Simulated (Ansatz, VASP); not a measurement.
One calculation of Si, two programs

INCAR

```
SYSTEM = Si
PREC     = Accurate       ! precision mode
ENCUT    = 600            ! plane-wave cutoff, eV
EDIFF    = 1E-7           ! SCF threshold, eV
ISMEAR   = -1             ! smearing method
SIGMA    = 0.1            ! smearing width, eV
LREAL    = .FALSE.        ! projectors in reciprocal space
LASPH    = .TRUE.         ! aspherical terms in the spheres
NELM     = 100            ! most SCF steps
ALGO     = Normal         ! electronic algorithm
ISIF     = 3              ! what is computed and relaxed
LWAVE    = .FALSE.        ! write WAVECAR
LCHARG   = .FALSE.        ! write CHGCAR
GGA      = PS             ! functional
IBRION   = 2              ! ionic algorithm
NSW      = 80             ! ionic steps
EDIFFG   = -0.01          ! ionic threshold
```

File KPOINTS:

```
Automatic mesh
0
G
  13 13 7
  0 0 0
```

POSCAR

```
Si
1.0
    2.7691764586      0.0000000000      0.0000000000
   -1.3845882293      2.3981771607      0.0000000000
    0.0000000000      0.0000000000      4.5220651569
Si
2
Direct
    0.3333333333      0.6666666667      0.2500000000
    0.6666666667      0.3333333333      0.7500000000
```

Input for Ansatz:

```yaml
crystal:
  lattice:
    - [2.7691764586, 0.0, 0.0]
    - [-1.3845882293, 2.3981771607, 0.0]
    - [0.0, 0.0, 4.5220651569]
  atoms:
    - { symbol: Si, position: [0.3333333333, 0.6666666667, 0.25] }
    - { symbol: Si, position: [0.6666666667, 0.3333333333, 0.75] }
hamiltonian:
  xc: pbesol
  pseudopotentials:
    kind: paw
    azcp:
      Si: "pseudopotentials/Si.paw.azcp"
basis:
  ecutwfc: 420
  fft_grid_basis: typed
kpoints:
  mp_grid: { grid: [13, 13, 7], shift: [0, 0, 0] }
magnetization:
  spin_polarized: false
scf:
  occupations: { method: fermi_dirac, width: 0.1 }
relax:
  max_steps: 60
  f_tol: 0.01
  cell: {}
```

Alike in both runs: task relaxation of cell and atoms; functional PBEsol; k mesh 13 × 13 × 7; occupations fermi-dirac, width 0.1 eV; no spin polarisation.

|  | VASP | Ansatz |
| --- | --- | --- |
| version | VASP 6.6.1 | Ansatz 0.2.0 |
| potentials or method | VASP PAW PBE potentials, release 64 (Si), cutoff 600 eV | plane waves (420 eV) with PAW, scalar-relativistic |
| valence electrons in the cell | 8 | 8 |

```csv
,VASP,Ansatz,Ansatz less VASP
relaxed volume (Å³/atom),14.01,13.99,-0.022
relaxed cell length with the largest relative difference (Å),4.489,4.506,+0.0168
```

VASP's potentials were made for PBE, not for PBEsol, and Ansatz warns of the same on its side.
